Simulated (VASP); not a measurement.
# MgO (I4mm) in VASP: further runs

MgO is run at these levels: PBEsol; tasks: single point.

Program: VASP 6.6.1. These are calculated values, not measurements. Logs are shortened: lines on timing, memory, paths and dates and some standing lists are left out, and cuts for length are marked.

## (1) The cell of the first run

Symmetry: I4mm, No. 107, tetragonal system. The conventional cell has a = 2.980 Å, b = 2.980 Å, c = 4.214 Å, α = 90.00°, β = 90.00°, γ = 90.00°. Mg (site symmetry 4mm) has 6 O at 1.98 to 2.23 Å within 2.6 Å. O (site symmetry 4mm) has 6 Mg at 1.98 to 2.23 Å within 2.6 Å.

## (2) Single point, PBEsol (all Mg atoms moved +0.125 Å, as atom 1 along Cartesian [0 1 0])

File INCAR:

```
SYSTEM = MgO
PREC = Accurate ; ENCUT = 520
EDIFF = 1E-6 ; ISMEAR = 0
SIGMA = 0.05 ; LREAL = .False.
LASPH = .True. ; NELM = 80
ALGO = Normal ; ISIF = 2
LWAVE = .False. ; LCHARG = .False.
GGA = PS ; NBANDS = 11
```

File KPOINTS:

```
regular mesh
0
Gamma
  10 10 10
  0 0 0
```

File POSCAR:

```
MgO
1.0
    0.0000000000      2.1071057202      2.1071057202
    2.1071057202      0.0000000000      2.1071057202
    2.1071057202      2.1071057202      0.0000000000
Mg O
1 1
Direct
    0.0296615397     -0.0296615397      0.0296615397
    0.5000000000      0.5000000000      0.5000000000
```

Potentials or basis: VASP PAW PBE potentials, release 64 (Mg, O).

The run is started by

```
cat potpaw_PBE.64/Mg/POTCAR potpaw_PBE.64/O/POTCAR > POTCAR
mpirun -np 1 vasp_std > vasp.out
```

OUTCAR:

```text
SYSTEM = MgO
   PREC = Accurate
   ENCUT = 520
   EDIFF = 1E-6
   ISMEAR = 0
   LREAL = .False.
   LASPH = .True.
   NELM = 80
   ISIF = 2
   GGA = PS

 ion  position               nearest neighbor table
   1  0.030  0.970  0.030-   2 1.98   2 2.11   2 2.11   2 2.11   2 2.11   2 2.23
   2  0.500  0.500  0.500-   1 1.98   1 2.11   1 2.11   1 2.11   1 2.11   1 2.23

  LATTYP: Found a face centered cubic cell.
 ALAT       =     4.2142114404

  Lattice vectors:

 A1 = (   0.0000000000,   2.1071057202,   2.1071057202)
 A2 = (   2.1071057202,   0.0000000000,   2.1071057202)
 A3 = (   2.1071057202,   2.1071057202,   0.0000000000)

Analysis of symmetry for initial positions (statically):
=====================================================================
 Subroutine PRICEL returns:
 Original cell was already a primitive cell.

 Routine SETGRP: Setting up the symmetry group for a
 face centered cubic supercell.

 Subroutine GETGRP returns: Found  8 space group operations
 (whereof  8 operations were pure point group operations)
 out of a pool of 48 trial point group operations.

The static configuration has the point symmetry C_4v.

Analysis of symmetry for dynamics (positions and initial velocities):
=====================================================================
 Subroutine PRICEL returns:
 Original cell was already a primitive cell.

 Routine SETGRP: Setting up the symmetry group for a
 face centered cubic supercell.

 Subroutine GETGRP returns: Found  8 space group operations
 (whereof  8 operations were pure point group operations)
 out of a pool of 48 trial point group operations.

The dynamic configuration has the point symmetry C_4v.

 Subroutine INISYM returns: Found  8 space group operations
 (whereof  8 operations are pure point group operations),
 and found     1 'primitive' translations

----------------------------------------------------------------------------------------

                                     Primitive cell

  volume of cell :      18.7107

  direct lattice vectors                    reciprocal lattice vectors
     0.000000000  2.107105720  2.107105720    -0.237292318  0.237292318  0.237292318
     2.107105720  0.000000000  2.107105720     0.237292318 -0.237292318  0.237292318
     2.107105720  2.107105720  0.000000000     0.237292318  0.237292318 -0.237292318

  length of vectors
     2.979897487  2.979897487  2.979897487     0.411002351  0.411002351  0.411002351

  position of ions in fractional coordinates (direct lattice)
     0.029661540  0.970338460  0.029661540
     0.500000000  0.500000000  0.500000000

  ion indices of the primitive-cell ions
   primitive index   ion index
                 1           1
                 2           2

----------------------------------------------------------------------------------------

 KPOINTS: regular mesh

Automatic generation of k-mesh.
 Grid dimensions read from file:
 generate k-points for:   10   10   10

 Generating k-lattice:

  Cartesian coordinates                     Fractional coordinates (reciprocal lattice)
    -0.023729232  0.023729232  0.023729232     0.100000000  0.000000000  0.000000000
     0.023729232 -0.023729232  0.023729232     0.000000000  0.100000000  0.000000000
     0.023729232  0.023729232 -0.023729232     0.000000000  0.000000000  0.100000000

  Length of vectors
     0.041100235  0.041100235  0.041100235

  Shift w.r.t. Gamma in fractional coordinates (k-lattice)
     0.000000000  0.000000000  0.000000000

 Subroutine IBZKPT returns following result:
 ===========================================

 Found    102 irreducible k-points:

 Following reciprocal coordinates:
            Coordinates               Weight
  0.000000  0.000000  0.000000      1.000000
  0.100000  0.000000  0.000000      8.000000
  0.200000  0.000000  0.000000      8.000000
  0.300000  0.000000  0.000000      8.000000
  0.400000  0.000000  0.000000      8.000000
  0.500000  0.000000  0.000000      4.000000
[... 16 lines left out ...]
 -0.100000  0.100000  0.000000      8.000000
  0.100000  0.000000 -0.100000      4.000000
 [... further k-points ...]
   k-points           NKPTS =    102   k-points in BZ     NKDIM =    102   number of bands    NBANDS=     11
   number of dos      NEDOS =    301   number of ions     NIONS =      2
   total plane-waves  NPLWV =  13824
   dimension x,y,z NGX =    24 NGY =   24 NGZ =   24
   dimension x,y,z NGXF=    48 NGYF=   48 NGZF=   48
   ions per type =               1   1
   NGX,Y,Z   is equivalent  to a cutoff of  13.39, 13.39, 13.39 a.u.
   NGXF,Y,Z  is equivalent  to a cutoff of  26.78, 26.78, 26.78 a.u.
 SYSTEM =  MgO
   PREC   = accura    normal or accurate (medium, high low for compatibility)
   ISTART =      0    job   : 0-new  1-cont  2-samecut
   ICHARG =      2    charge: 1-file 2-atom 10-const
   ISPIN  =      1    spin polarized calculation?
   LNONCOLLINEAR =      F non collinear calculations
   LSORBIT =      F    spin-orbit coupling
   LASPH  =      T    aspherical Exc in radial PAW
   ENCUT  =  520.0 eV  38.22 Ry    6.18 a.u.   5.54  5.54  5.54*2*pi/ulx,y,z
   NELM   =     80;   NELMIN=  2; NELMDL= -5     # of ELM steps
   EDIFF  = 0.1E-05   stopping-criterion for ELM
   LREAL  =      F    real-space projection
   EDIFFG = 0.1E-04   stopping-criterion for IOM
   NSW    =      0    number of steps for IOM
   IBRION =     -1    ionic relax: 0-MD 1-quasi-New 2-CG
   NFREE  =      0    steps in history (QN), initial steepest desc. (CG)
   ISIF   =      2    stress and relaxation
   ISYM   =      2    0-nonsym 1-usesym 2-fastsym
   POTIM  = 0.5000    time-step for ionic-motion
   TEBEG  =    0.0;   TEEND  =   0.0 temperature during run
   PSTRESS=    0.0 pullay stress
   NELECT =       8.0000    total number of electrons
   NUPDOWN=      -1.0000    fix difference up-down
   EMIN   =  10.00;   EMAX   =-10.00  energy-range for DOS
   EFERMI =   0.00;   METHOD = LEGACY
   ISMEAR =     0;   SIGMA  =   0.05  broadening in eV -4-tet -1-fermi 0-gaus
   EFERMI_NEDOS =   21; number of points for ismear=-14 and -15
   IALGO  =     38    algorithm
   IMIX   =      4    mixing-type and parameters
     AMIX     =   0.40;   BMIX     =  1.00
     AMIX_MAG =   1.60;   BMIX_MAG =  1.00
  volume/ion in A,a.u.               =       9.36        63.13
  Fermi-wavevector in a.u.,A,eV,Ry     =   1.233318  2.330634 20.695468  1.521074
  Thomas-Fermi vector in A             =   2.368053
   LORBIT       =      0    0 simple, 1 ext, 2 COOP (PROOUT), +10 PAW based schemes
   GGA     = PS    functional components
   LHFCALC =     F    Hartree Fock is set to
   AEXX    =    0.0000 exact exchange contribution
   IVDW    =     0    specifies the selected vdW correction
   LEPSILON=     F    determine dielectric tensor
   LRPA    =     F    only Hartree local field effects (RPA)
 non-spin polarized calculation
 Gauss-broadening in eV      SIGMA  =   0.05
  energy-cutoff  :      520.00
  volume of cell :       18.71
 maximum number of plane-waves:       531
 NGX is ok and might be reduce to    24
   NGX = 11   NGY = 11   NGZ = 11

 number of electron       8.0000005 magnetization

 Free energy of the ion-electron system (eV)
  ---------------------------------------------------
  ext. energy  EPLUGINS =         0.00000000
  ---------------------------------------------------
  free energy    TOTEN  =       -12.46799545 eV

  energy without entropy =      -12.46799545  energy(sigma->0) =      -12.46799545

 E-fermi :   3.3265     XC(G=0): -11.2970

 val. band max:        3.0400439545   @ k =   0.0000   0.0000   0.0000
 cond. band min:       7.6558618826   @ k =   0.0000   0.0000   0.0000
 fundamental gap:      4.6158179281
 Fermi energy:         3.3264948358

 k-point     1 :       0.0000    0.0000    0.0000
  band No.  band energies     occupation
      1     -14.1501      2.00000
      2       3.0189      2.00000
      3       3.0400      2.00000
      4       3.0400      2.00000
      5       7.6559      0.00000
      6      18.7061      0.00000
      7      18.7409      0.00000
      8      18.7409      0.00000
      9      22.4821      0.00000
     10      24.4106      0.00000
     11      24.4528      0.00000

 k-point     2 :       0.1000    0.0000    0.0000
  band No.  band energies     occupation
      1     -14.0430      2.00000
      2       2.3675      2.00000
      3       2.9658      2.00000
      4       2.9732      2.00000
      5       8.2887      0.00000
      6      17.4341      0.00000
      7      18.9609      0.00000
      8      18.9750      0.00000
      9      23.6782      0.00000
     10      23.7082      0.00000
     11      24.2136      0.00000

 k-point     3 :       0.2000    0.0000    0.0000
  band No.  band energies     occupation
      1     -13.7481      2.00000
      2       1.0391      2.00000
      3       2.7960      2.00000
      4       2.8036      2.00000
      5       9.4830      0.00000
      6      15.9056      0.00000
      7      19.4173      0.00000
      8      19.4394      0.00000
      9      22.9968      0.00000
     10      23.0674      0.00000
     11      25.1745      0.00000

 k-point     4 :       0.3000    0.0000    0.0000
  band No.  band energies     occupation
      1     -13.3497      2.00000
      2      -0.2882      2.00000
      3       2.5964      2.00000
      4       2.6042      2.00000
      5      10.4052      0.00000
      6      15.2149      0.00000
      7      19.5333      0.00000
      8      19.5341      0.00000
      9      23.4562      0.00000
     10      23.4954      0.00000
     11      24.5892      0.00000

 k-point     5 :       0.4000    0.0000    0.0000
  band No.  band energies     occupation
      1     -12.9920      2.00000
      2      -1.2588      2.00000
      3       2.4421      2.00000
      4       2.4501      2.00000
      5      10.7450      0.00000
      6      15.3009      0.00000
      7      19.3125      0.00000
      8      19.3527      0.00000
      9      23.9272      0.00000
     10      24.7152      0.00000
     11      24.8143      0.00000
[... 211 lines left out ...]
 k-point    21 :      -0.2000    0.1000    0.0000
  band No.  band energies     occupation
      1     -13.5458      2.00000
      2       0.5042      2.00000
      3       2.3717      2.00000
      4       2.7565      2.00000
      5      10.2260      0.00000
      6      15.3182      0.00000
      7      18.9351      0.00000
      8      20.0450      0.00000
      9      21.8502      0.00000
     10      23.8728      0.00000
     11      26.1594      0.00000

 k-point    22 :       0.1000    0.0000   -0.2000
  band No.  band energies     occupation
      1     -13.5460      2.00000
      2       0.4963      2.00000
      3       2.3750      2.00000
      4       2.7636      2.00000
      5      10.2428      0.00000
      6      15.2871      0.00000
      7      19.0037      0.00000
      8      19.9700      0.00000
      9      21.7625      0.00000
     10      23.8857      0.00000
     11      26.3229      0.00000

 k-point    23 :      -0.1000    0.1000    0.0000
  band No.  band energies     occupation
      1     -13.8739      2.00000
      2       1.6460      2.00000
      3       2.7034      2.00000
      4       2.9183      2.00000
      5       9.0853      0.00000
      6      16.3533      0.00000
      7      19.0932      0.00000
      8      19.4010      0.00000
      9      22.4329      0.00000
     10      23.8023      0.00000
     11      25.6918      0.00000

 k-point    24 :       0.1000    0.0000   -0.1000
  band No.  band energies     occupation
      1     -13.8740      2.00000
      2       1.6400      2.00000
      3       2.7018      2.00000
      4       2.9248      2.00000
      5       9.0975      0.00000
      6      16.3357      0.00000
      7      19.1148      0.00000
      8      19.3847      0.00000
      9      22.3427      0.00000
     10      23.8082      0.00000
     11      25.8094      0.00000

 [... further k-points ...]
[... 5 lines left out ...]
  --------------------------------------------------------------------------------------
  -------------------------------------------------------------------------------------
  Total       -0.0891519      0.5754910     -0.0891519      0.0000000     -0.0000000      0.0000000
  in kB       -7.6339992     49.2788000     -7.6339992      0.0000000     -0.0000000      0.0000000
  external PRESSURE =      11.3369338 kB  Pullay stress =       0.0000000 kB

 VOLUME and BASIS-vectors are now :
 -----------------------------------------------------------------------------
  energy-cutoff  :      520.00
  volume of cell :       18.71
      direct lattice vectors                 reciprocal lattice vectors
     0.000000000  2.107105720  2.107105720    -0.237292318  0.237292318  0.237292318
     2.107105720  0.000000000  2.107105720     0.237292318 -0.237292318  0.237292318
     2.107105720  2.107105720  0.000000000     0.237292318  0.237292318 -0.237292318

 POSITION                                       TOTAL-FORCE (eV/Angst)
 -----------------------------------------------------------------------------------
      2.10711      0.12500      2.10711         0.000000     -0.750230      0.000000
      2.10711      2.10711      2.10711         0.000000      0.750230      0.000000
 -----------------------------------------------------------------------------------
    total drift:                                0.000000      0.000243      0.000000

  FREE ENERGIE OF THE ION-ELECTRON SYSTEM (eV)
  ---------------------------------------------------
  free  energy   TOTEN  =       -12.4679954517 eV

  energy  without entropy=      -12.4679954517  energy(sigma->0) =      -12.46799545
```

It took 23 s on 1 thread of Intel Xeon 8259CL, shared host; peak memory 0.15 GiB.

Results:

- Free energy: -12.4680 eV
- Pressure: 1.1 GPa
- Largest force: 0.750 eV/Å
- Band gap on the k mesh: 4.62 eV, direct

Forces on the atoms (eV/Å):
```
Mg   0.000 -0.750  0.000
O    0.000  0.750  0.000
```

Stress tensor (GPa, compression positive):
```
-0.76  0.00  0.00
 0.00  4.93  0.00
 0.00  0.00 -0.76
```

Levels at points of the mesh, in eV from the valence-band top:
```tsv
k point	band 1	band 2	band 3	band 4	band 5	band 6	band 7	band 8	band 9
(0.00, 0.00, 0.00)	-17.19	-0.02	0.00	0.00	4.62	15.67	15.70	15.70	19.44
(0.50, 0.00, 0.00)	-15.89	-4.66	-0.66	-0.65	7.75	12.42	16.16	16.22	20.71
(0.50, 0.50, 0.00)	-15.62	-4.13	-1.37	-1.36	8.98	9.79	12.98	18.80	18.94
(0.50, 0.00, 0.50)	-15.62	-4.11	-1.35	-1.35	8.94	9.76	12.99	18.85	18.85
```

Caveat: the cell differs from its parent crystal (all Mg atoms moved +0.125 Å, as atom 1 along Cartesian [0 1 0]); the PAW data sets were made with another functional, which shifts forces and pressure a little.

## (3) Single point, PBEsol (all Mg atoms moved +0.075 Å, as atom 1 along Cartesian [0 1 0])

File INCAR:

```
SYSTEM = MgO
ALGO = Normal
EDIFF = 1E-6
ENCUT = 520
GGA = PS
ISIF = 2
ISMEAR = 0
LASPH = .TRUE.
LCHARG = .FALSE.
LREAL = .FALSE.
LWAVE = .FALSE.
NBANDS = 11
NELM = 60
PREC = Accurate
SIGMA = 0.05
```

File KPOINTS:

```
k-points
0
G
  10 10 10
  0 0 0
```

POSCAR: that of step 2 with these lines changed.

```diff
@@ -8,3 +8,3 @@
 Direct
-    0.0296615397     -0.0296615397      0.0296615397
+    0.0177969238     -0.0177969238      0.0177969238
     0.5000000000      0.5000000000      0.5000000000
```

Potentials or basis: VASP PAW PBE potentials, release 64 (Mg, O).

The run is started by

```
cat potpaw_PBE.64/Mg/POTCAR potpaw_PBE.64/O/POTCAR > POTCAR
mpirun -np 1 vasp_std > vasp.out
```

Wall time 23 s (1 thread of Intel Xeon 8259CL, shared host); peak memory 0.15 GiB.

It converged, with:

- Free energy: -12.4970 eV
- Pressure: 0.0 GPa
- Largest force: 0.421 eV/Å
- Band gap on the k mesh: 4.62 eV, direct

Forces in eV/Å, atoms in the order of the input:
```
Mg   0.000 -0.421  0.000
O    0.000  0.421  0.000
```

Stress tensor (GPa, compression positive):
```
-0.65  0.00  0.00
 0.00  1.38  0.00
 0.00  0.00 -0.65
```

Levels at points of the mesh, in eV from the valence-band top:
```
           k point  band 1  band 2  band 3  band 4  band 5  band 6  band 7  band 8
(0.00, 0.00, 0.00)  -17.20   -0.01    0.00    0.00    4.62   15.64   15.65   15.65
(0.50, 0.00, 0.00)  -15.89   -4.67   -0.66   -0.66    7.74   12.46   16.16   16.18
(0.50, 0.50, 0.00)  -15.62   -4.13   -1.37   -1.36    8.94    9.83   12.96   18.81
(0.50, 0.00, 0.50)  -15.62   -4.13   -1.36   -1.36    8.93    9.82   12.97   18.83
```

Caveat: the cell differs from its parent crystal (all Mg atoms moved +0.075 Å, as atom 1 along Cartesian [0 1 0]); the PAW data sets were made with another functional, which shifts forces and pressure a little.

(Continued in part 2 of 2.)
